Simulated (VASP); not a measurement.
Input of a VASP 6.6.1 run:

INCAR

```
PREC = Accurate
ENCUT = 520
EDIFF = 1E-6
ISMEAR = 0
SIGMA = 0.1
LREAL = F
LASPH = T
NELM = 80
ALGO = Fast
ISIF = 2
LWAVE = F
LCHARG = F
GGA = PE
NBANDS = 18
```

The input KPOINTS:

```
Automatic mesh
0
Gamma
  16 16 10
```

POSCAR

```
Au
1.0
    1.4468968483     -2.5958320106      0.0000000000
    1.4468968483      2.5958320106      0.0000000000
    0.0000000000      0.0000000000      4.9405730031
Au
2
Direct
    0.6639514441      0.3360485559      0.2500000000
    0.3360485559      0.6639514441      0.7500000000
```

Potentials or basis: VASP PAW PBE potentials, release 64 (Au).

Command:

```console
$ cat potpaw_PBE.64/Au/POTCAR > POTCAR
$ mpirun -np 1 vasp_std > vasp.out
```

Q: Predict the band gap on the k mesh.

A: Zero (bands 11 and 12 overlap by 6.18 eV).

Q: Estimate the pressure.

A: -3.9 GPa.

Stress tensor (GPa, compression positive):
```
-3.94  0.00  0.00
 0.00 -3.88  0.00
 0.00  0.00 -3.78
```

Caveat: the cell stands under tension; spin-orbit coupling is left out, which moves the levels of the heavy elements.
